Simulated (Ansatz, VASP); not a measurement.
**Two plane-wave programs on TcN2**

```
Tc N
1.0
     0.00000    2.44455    2.44455
     2.44455    0.00000    2.44455
     2.44455    2.44455    0.00000
Tc N
1 2
Cartesian
  0.0000 0.0000 0.0000
  3.6668 3.6668 3.6668
  1.2223 1.2223 1.2223
```

Alike in both runs: task single point; functional PBE; k mesh 9 × 9 × 9; occupations gaussian, width 0.1 eV; no spin polarisation.

```csv
,VASP,Ansatz
version,VASP 6.6.1,Ansatz 0.2.0
potentials or method,"VASP PAW PBE potentials, release 64 (Tc_pv, N)","plane waves, PAW"
plane-wave cutoff (eV),600,500
valence electrons in the cell,23,25
```

|  | VASP | Ansatz | Ansatz less VASP |
| --- | --- | --- | --- |
| pressure (GPa) | -5.8 | -4.9 | +0.87 |

With one functional, cell and mesh, what is left measures potentials, basis and numerics. VASP's potentials hold 23 valence electrons a cell and Ansatz's 25, so a difference there can come from the potentials and not from the codes. Ansatz's warnings: stress scf threshold loose.
